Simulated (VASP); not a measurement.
# VCr2Si2 (Cmcm) in VASP: single point with PBE+U

Aim: the single point of VCr2Si2 with PBE+U.

All numbers are computed with VASP 6.6.1; they aren't measurements. Logs are shortened: lines on timing, memory, paths and dates and some standing lists are left out, and cuts for length are marked.

### 1 The cell of the first run

It takes space group Cmcm (No. 63, orthorhombic). Conventional cell: a = 3.158 Å, b = 10.272 Å, c = 7.744 Å, α = 90.00°, β = 90.00°, γ = 90.00°. Within 2.9 Å of Cr (site symmetry m) lie 5 Si at 2.21 to 2.69 Å and 1 Cr at 2.80 Å. Within 2.9 Å of V (site symmetry m2m) lie 4 Si at 2.16 to 2.21 Å. Within 2.9 Å of Si (site symmetry m2m) lie 2 V at 2.21 Å and 6 Cr at 2.41 to 2.69 Å. Within 2.9 Å of Si (site symmetry 2/m) lie 2 V at 2.16 Å and 4 Cr at 2.21 Å.

### 2 Single point, PBE+U

Contents of INCAR:

```
SYSTEM = VCr2Si2
ALGO = Normal
EDIFF = 1E-6
ENCUT = 520
GGA = PE
ISIF = 2
ISMEAR = 0
LASPH = .TRUE.
LCHARG = .TRUE.
LDAU = .TRUE.
LDAUJ = 0 0 0
LDAUL = -1 2 -1
LDAUPRINT = 1
LDAUTYPE = 2
LDAUU = 0 4 0
LELF = .TRUE.
LMAXMIX = 4
LREAL = .FALSE.
LVHAR = .TRUE.
LWAVE = .FALSE.
NBANDS = 56
NELM = 150
PREC = Accurate
SIGMA = 0.1595
```

Contents of KPOINTS:

```
k-points
0
G
  6 6 3
  0 0 0
```

Contents of POSCAR:

```
VCr2Si2
1.0
    3.1577990000      0.0000000000      0.0000000000
    1.5789000000     -5.1361260000      0.0000000000
    0.0000000000      0.0000000000     -7.7440210000
Cr V Si
4 2 4
Direct
    0.1420000000      0.7160000000      0.9310000000
    0.8580000000      0.2840000000      0.4310000000
    0.8580000000      0.2840000000      0.0690000000
    0.1420000000      0.7160000000      0.5690000000
    0.4060000000      0.1880000000      0.7500000000
    0.5940000000      0.8120000000      0.2500000000
    0.7550000000      0.4900000000      0.7500000000
    0.2450000000      0.5100000000      0.2500000000
    0.5000000000      0.0000000000      0.0000000000
    0.5000000000      0.0000000000      0.5000000000
```

Potentials or basis: VASP PAW PBE potentials, release 64 (Cr_pv, V_sv, Si).

The run is started by

```
> cat potpaw_PBE.64/Cr_pv/POTCAR potpaw_PBE.64/V_sv/POTCAR potpaw_PBE.64/Si/POTCAR > POTCAR
> mpirun -np 1 vasp_std > vasp.out
```

OUTCAR:

```text
SYSTEM = VCr2Si2
   EDIFF = 1E-6
   ENCUT = 520
   GGA = PE
   ISIF = 2
   ISMEAR = 0
   LASPH = .TRUE.
   LREAL = .FALSE.
   NELM = 150
   PREC = Accurate

 ion  position               nearest neighbor table
   1  0.142  0.716  0.931-   9 2.21   9 2.21   7 2.41   7 2.41   8 2.69   4 2.80   3 2.93   3 2.93
                             6 2.97   6 2.97   3 3.11
   2  0.858  0.284  0.431-  10 2.21  10 2.21   8 2.41   8 2.41   7 2.69   3 2.80   4 2.93   4 2.93
                             5 2.97   5 2.97   4 3.11
   3  0.858  0.284  0.069-   9 2.21   9 2.21   8 2.41   8 2.41   7 2.69   2 2.80   1 2.93   1 2.93
                             5 2.97   5 2.97   1 3.11
   4  0.142  0.716  0.569-  10 2.21  10 2.21   7 2.41   7 2.41   8 2.69   1 2.80   2 2.93   2 2.93
                             6 2.97   6 2.97   2 3.11
   5  0.406  0.188  0.750-   9 2.16  10 2.16   7 2.21   7 2.21   3 2.97   2 2.97   2 2.97   3 2.97

   6  0.594  0.812  0.250-   9 2.16  10 2.16   8 2.21   8 2.21   1 2.97   4 2.97   4 2.97   1 2.97

   7  0.755  0.490  0.750-   5 2.21   5 2.21   1 2.41   4 2.41   4 2.41   1 2.41   2 2.69   3 2.69

   8  0.245  0.510  0.250-   6 2.21   6 2.21   2 2.41   3 2.41   2 2.41   3 2.41   1 2.69   4 2.69

   9  0.500  0.000  0.000-   5 2.16   6 2.16   1 2.21   3 2.21   3 2.21   1 2.21
  10  0.500  0.000  0.500-   5 2.16   6 2.16   4 2.21   2 2.21   4 2.21   2 2.21

  LATTYP: Found a base centered orthorhombic cell.
 ALAT       =     3.1577990000
 B/A-ratio  =     3.2529784195
 C/A-ratio  =     2.4523476637

  Lattice vectors:

 A1 = (   1.5788990000,   5.1361260000,   0.0000000000)
 A2 = (   1.5789000000,  -5.1361260000,   0.0000000000)
 A3 = (   0.0000000000,   0.0000000000,  -7.7440210000)

Analysis of symmetry for initial positions (statically):
=====================================================================
 Subroutine PRICEL returns:
 Original cell was already a primitive cell.

 Routine SETGRP: Setting up the symmetry group for a
 base centered orthorhombic supercell.

 Subroutine GETGRP returns: Found  8 space group operations
 (whereof  4 operations were pure point group operations)
 out of a pool of  8 trial point group operations.

The static configuration has the point symmetry C_2h.
 The point group associated with its full space group is D_2h.

Analysis of symmetry for dynamics (positions and initial velocities):
=====================================================================
 Subroutine PRICEL returns:
 Original cell was already a primitive cell.

 Routine SETGRP: Setting up the symmetry group for a
 base centered orthorhombic supercell.

 Subroutine GETGRP returns: Found  8 space group operations
 (whereof  4 operations were pure point group operations)
 out of a pool of  8 trial point group operations.

The dynamic configuration has the point symmetry C_2h.
 The point group associated with its full space group is D_2h.

 Subroutine INISYM returns: Found  8 space group operations
 (whereof  4 operations are pure point group operations),
 and found     1 'primitive' translations

----------------------------------------------------------------------------------------

                                     Primitive cell

  volume of cell :     125.5991

  direct lattice vectors                    reciprocal lattice vectors
     3.157799000  0.000000000  0.000000000     0.316676267  0.097349668  0.000000000
     1.578900000 -5.136126000  0.000000000     0.000000000 -0.194699273  0.000000000
     0.000000000  0.000000000 -7.744021000     0.000000000  0.000000000 -0.129131881

  length of vectors
     3.157799000  5.373333742  7.744021000     0.331301699  0.194699273  0.129131881

  position of ions in fractional coordinates (direct lattice)
     0.142000000  0.716000000  0.931000000
     0.858000000  0.284000000  0.431000000
     0.858000000  0.284000000  0.069000000
     0.142000000  0.716000000  0.569000000
     0.406000000  0.188000000  0.750000000
     0.594000000  0.812000000  0.250000000
     0.755000000  0.490000000  0.750000000
     0.245000000  0.510000000  0.250000000
     0.500000000  0.000000000  0.000000000
     0.500000000  0.000000000  0.500000000

  ion indices of the primitive-cell ions
   primitive index   ion index
[... 103 lines left out ...]
  volume/ion in A,a.u.               =      12.56        84.76
  Fermi-wavevector in a.u.,A,eV,Ry     =   1.464963  2.768379 29.199705  2.146118
  Thomas-Fermi vector in A             =   2.580877
   LORBIT       =      0    0 simple, 1 ext, 2 COOP (PROOUT), +10 PAW based schemes
 LDA+U is selected, type is set to LDAUTYPE =  2
   angular momentum for each species LDAUL =    -1    2   -1
   U (eV)           for each species LDAUU =   0.0  4.0  0.0
   J (eV)           for each species LDAUJ =   0.0  0.0  0.0
   GGA     = PE    functional components
   LHFCALC =     F    Hartree Fock is set to
   AEXX    =    0.0000 exact exchange contribution
   IVDW    =     0    specifies the selected vdW correction
   LEPSILON=     F    determine dielectric tensor
   LRPA    =     F    only Hartree local field effects (RPA)
 non-spin polarized calculation
 Gauss-broadening in eV      SIGMA  =   0.16
  energy-cutoff  :      520.00
  volume of cell :      125.60
 maximum number of plane-waves:      3398
   NGX = 11   NGY = 19   NGZ = 29

atom =   5  type =  2  l = 2

 onsite density matrix

spin component  1

  0.4871  0.0000  0.0000  0.0000 -0.0000
  0.0000  0.3425  0.0000 -0.0000  0.0000
  0.0000  0.0000  0.4328  0.0000 -0.0521
  0.0000 -0.0000  0.0000  0.2255  0.0000
 -0.0000  0.0000 -0.0521  0.0000  0.1865

spin component  2

  0.4871  0.0000  0.0000  0.0000 -0.0000
  0.0000  0.3425  0.0000 -0.0000  0.0000
  0.0000  0.0000  0.4328  0.0000 -0.0521
  0.0000 -0.0000  0.0000  0.2255  0.0000
 -0.0000  0.0000 -0.0521  0.0000  0.1865

 occupancies and eigenvectors

  o =  0.1759  v = -0.0000  0.0000 -0.1989  0.0000 -0.9800  0.0000  0.0000  0.0000  0.0000  0.0000      0.0000  0.0000  0.0000  0.0000  0.0000  0.0000  0.0000  0.0000  0.0000  0.0000
  o =  0.1759  v =  0.0000  0.0000  0.0000  0.0000  0.0000 -0.0000  0.0000 -0.1989  0.0000 -0.9800      0.0000  0.0000  0.0000  0.0000  0.0000  0.0000  0.0000  0.0000  0.0000  0.0000
  o =  0.2255  v =  0.0000 -0.0000  0.0000 -1.0000  0.0000  0.0000  0.0000  0.0000  0.0000  0.0000      0.0000  0.0000  0.0000  0.0000  0.0000  0.0000  0.0000  0.0000  0.0000  0.0000
  o =  0.2255  v =  0.0000  0.0000  0.0000  0.0000  0.0000  0.0000 -0.0000  0.0000 -1.0000  0.0000      0.0000  0.0000  0.0000  0.0000  0.0000  0.0000  0.0000  0.0000  0.0000  0.0000
  o =  0.3425  v =  0.0000  0.0000  0.0000  0.0000  0.0000  0.0000 -1.0000 -0.0000  0.0000 -0.0000      0.0000  0.0000  0.0000  0.0000  0.0000  0.0000  0.0000  0.0000  0.0000  0.0000
  o =  0.3425  v =  0.0000 -1.0000 -0.0000  0.0000 -0.0000  0.0000  0.0000  0.0000  0.0000  0.0000      0.0000  0.0000  0.0000  0.0000  0.0000  0.0000  0.0000  0.0000  0.0000  0.0000
  o =  0.4434  v =  0.0000  0.0000  0.0000  0.0000  0.0000 -0.0000 -0.0000  0.9800 -0.0000 -0.1989      0.0000  0.0000  0.0000  0.0000  0.0000  0.0000  0.0000  0.0000  0.0000  0.0000
  o =  0.4434  v = -0.0000 -0.0000  0.9800 -0.0000 -0.1989  0.0000  0.0000  0.0000  0.0000  0.0000      0.0000  0.0000  0.0000  0.0000  0.0000  0.0000  0.0000  0.0000  0.0000  0.0000
  o =  0.4871  v = -1.0000 -0.0000 -0.0000 -0.0000  0.0000  0.0000  0.0000  0.0000  0.0000  0.0000      0.0000  0.0000  0.0000  0.0000  0.0000  0.0000  0.0000  0.0000  0.0000  0.0000
  o =  0.4871  v =  0.0000  0.0000  0.0000  0.0000  0.0000 -1.0000 -0.0000 -0.0000 -0.0000  0.0000      0.0000  0.0000  0.0000  0.0000  0.0000  0.0000  0.0000  0.0000  0.0000  0.0000

atom =   6  type =  2  l = 2

 onsite density matrix

spin component  1

  0.4871  0.0000  0.0000  0.0000 -0.0000
  0.0000  0.3425 -0.0000 -0.0000  0.0000
  0.0000 -0.0000  0.4328  0.0000 -0.0521
  0.0000 -0.0000  0.0000  0.2255  0.0000
 -0.0000  0.0000 -0.0521  0.0000  0.1865

spin component  2

  0.4871  0.0000  0.0000  0.0000 -0.0000
  0.0000  0.3425 -0.0000 -0.0000  0.0000
  0.0000 -0.0000  0.4328  0.0000 -0.0521
  0.0000 -0.0000  0.0000  0.2255  0.0000
 -0.0000  0.0000 -0.0521  0.0000  0.1865

 occupancies and eigenvectors

  o =  0.1759  v = -0.0000  0.0000 -0.1989  0.0000 -0.9800  0.0000  0.0000  0.0000  0.0000  0.0000      0.0000  0.0000  0.0000  0.0000  0.0000  0.0000  0.0000  0.0000  0.0000  0.0000
  o =  0.1759  v =  0.0000  0.0000  0.0000  0.0000  0.0000 -0.0000  0.0000 -0.1989  0.0000 -0.9800      0.0000  0.0000  0.0000  0.0000  0.0000  0.0000  0.0000  0.0000  0.0000  0.0000
  o =  0.2255  v =  0.0000 -0.0000 -0.0000 -1.0000  0.0000  0.0000  0.0000  0.0000  0.0000  0.0000      0.0000  0.0000  0.0000  0.0000  0.0000  0.0000  0.0000  0.0000  0.0000  0.0000
  o =  0.2255  v =  0.0000  0.0000  0.0000  0.0000  0.0000  0.0000 -0.0000 -0.0000 -1.0000  0.0000      0.0000  0.0000  0.0000  0.0000  0.0000  0.0000  0.0000  0.0000  0.0000  0.0000
  o =  0.3425  v =  0.0000  0.0000  0.0000  0.0000  0.0000  0.0000 -1.0000 -0.0000  0.0000 -0.0000      0.0000  0.0000  0.0000  0.0000  0.0000  0.0000  0.0000  0.0000  0.0000  0.0000
  o =  0.3425  v =  0.0000 -1.0000 -0.0000  0.0000 -0.0000  0.0000  0.0000  0.0000  0.0000  0.0000      0.0000  0.0000  0.0000  0.0000  0.0000  0.0000  0.0000  0.0000  0.0000  0.0000
  o =  0.4434  v =  0.0000  0.0000  0.0000  0.0000  0.0000 -0.0000 -0.0000  0.9800 -0.0000 -0.1989      0.0000  0.0000  0.0000  0.0000  0.0000  0.0000  0.0000  0.0000  0.0000  0.0000
  o =  0.4434  v = -0.0000 -0.0000  0.9800 -0.0000 -0.1989  0.0000  0.0000  0.0000  0.0000  0.0000      0.0000  0.0000  0.0000  0.0000  0.0000  0.0000  0.0000  0.0000  0.0000  0.0000
  o =  0.4871  v = -1.0000 -0.0000 -0.0000 -0.0000  0.0000  0.0000  0.0000  0.0000  0.0000  0.0000      0.0000  0.0000  0.0000  0.0000  0.0000  0.0000  0.0000  0.0000  0.0000  0.0000
  o =  0.4871  v =  0.0000  0.0000  0.0000  0.0000  0.0000 -1.0000 -0.0000 -0.0000 -0.0000  0.0000      0.0000  0.0000  0.0000  0.0000  0.0000  0.0000  0.0000  0.0000  0.0000  0.0000

 number of electron      90.0000001 magnetization

 Free energy of the ion-electron system (eV)
  ---------------------------------------------------
  ext. energy  EPLUGINS =         0.00000000
  ---------------------------------------------------
  free energy    TOTEN  =       -65.61953817 eV

  energy without entropy =      -65.46490201  energy(sigma->0) =      -65.54222009

 E-fermi :  10.5642     XC(G=0): -12.5119

 val. band max:       10.5545754158   @ k =   0.0000   0.0000   0.0000
 cond. band min:      10.5723800455   @ k =  -0.1667   0.1667   0.3333
 fundamental gap:      0.0178046298
 Fermi energy:        10.5642435687

 k-point     1 :       0.0000    0.0000    0.0000
  band No.  band energies     occupation
      1     -53.7730      2.00000
      2     -53.7724      2.00000
      3     -32.5279      2.00000
      4     -32.5096      2.00000
      5     -32.4656      2.00000
      6     -32.4286      2.00000
[... 1405 lines left out ...]
     55      12.3747      0.00000
     56      12.3926      0.00000

 [... further k-points ...]

------------------------ aborting loop because EDIFF is reached ----------------------------------------

  FORCE on cell =-STRESS in cart. coord.  units (eV):
  Direction    XX          YY          ZZ          XY          YZ          ZX
  --------------------------------------------------------------------------------------
  -------------------------------------------------------------------------------------
  Total       19.0411100     15.0930586     18.2968466     -0.0000015      0.0000000      0.0000000
  in kB      242.8936553    192.5312217    233.3996258     -0.0000187      0.0000000      0.0000000
  external PRESSURE =     222.9415010 kB  Pullay stress =       0.0000000 kB

 VOLUME and BASIS-vectors are now :
 -----------------------------------------------------------------------------
  energy-cutoff  :      520.00
  volume of cell :      125.60
      direct lattice vectors                 reciprocal lattice vectors
     3.157799000  0.000000000  0.000000000     0.316676267  0.097349668  0.000000000
     1.578900000 -5.136126000  0.000000000     0.000000000 -0.194699273  0.000000000
     0.000000000  0.000000000 -7.744021000     0.000000000  0.000000000 -0.129131881

 POSITION                                       TOTAL-FORCE (eV/Angst)
 -----------------------------------------------------------------------------------
      1.57890     -3.67747     -7.20968        -0.000000      1.083916     -0.020780
      3.15780     -1.45866     -3.33767         0.000000     -1.083916     -0.020780
      3.15780     -1.45866     -0.53434         0.000000     -1.083916      0.020780
      1.57890     -3.67747     -4.40635        -0.000000      1.083916      0.020780
      1.57890     -0.96559     -5.80802        -0.000000      1.306333      0.000000
      3.15780     -4.17053     -1.93601         0.000000     -1.306333     -0.000000
      3.15780     -2.51670     -5.80802         0.000000     -2.708707      0.000000
      1.57890     -2.61942     -1.93601        -0.000000      2.708707     -0.000000
      1.57890      0.00000      0.00000         0.000000      0.000000      0.000000
      1.57890      0.00000     -3.87201        -0.000000      0.000000      0.000000
 -----------------------------------------------------------------------------------
    total drift:                               -0.000000     -0.000000      0.000000

  FREE ENERGIE OF THE ION-ELECTRON SYSTEM (eV)
  ---------------------------------------------------
  free  energy   TOTEN  =       -65.6195381747 eV

  energy  without entropy=      -65.4649020100  energy(sigma->0) =      -65.54222009
```

It took 3.3 min on 1 thread of Intel Xeon Platinum 8488C (Sapphire Rapids), shared host; peak memory 0.31 GiB.

Results:

* Free energy: -65.6195 eV
* Pressure: 22.3 GPa
* Largest force: 2.709 eV/Å
* Band gap on the k mesh: zero (band 45 reaches 10.88 eV, above the bottom of band 46 at 10.16 eV)

Forces in eV/Å, atoms in the order of the input:
```
Cr   0.000  1.084 -0.021
Cr   0.000 -1.084 -0.021
Cr   0.000 -1.084  0.021
Cr   0.000  1.084  0.021
V    0.000  1.306  0.000
V    0.000 -1.306  0.000
Si   0.000 -2.709  0.000
Si   0.000  2.709  0.000
Si   0.000  0.000  0.000
Si   0.000  0.000  0.000
```

Levels at points of the mesh, in eV from the Fermi level:
| k point | band 43 | band 44 | band 45 | band 46 | band 47 | band 48 |
| --- | --- | --- | --- | --- | --- | --- |
| (0.00, 0.00, 0.00) | -0.73 | -0.38 | -0.35 | -0.34 | -0.16 | -0.01 |
| (0.50, 0.00, 0.00) | -0.37 | -0.15 | 0.24 | 0.32 | 0.70 | 0.78 |
| (0.00, 0.50, 0.00) | -0.71 | -0.36 | -0.18 | -0.08 | -0.02 | 0.27 |

Eigenvalues of the final occupation matrices:
```csv
site,spin,trace,eigenvalues
site 5 d,1,1.67,0.18 0.23 0.34 0.44 0.49
site 5 d,2,1.67,0.18 0.23 0.34 0.44 0.49
site 6 d,1,1.67,0.18 0.23 0.34 0.44 0.49
site 6 d,2,1.67,0.18 0.23 0.34 0.44 0.49
```

Caveat: U without spin polarisation on a metal has little footing; the U is typed as a test and isn't derived for this compound; forces of over 1 eV/Å act on the atoms, so gaps and moduli don't describe the material at rest. Spin polarisation is off, so any magnetic state and its effect on volume and gap are missing.
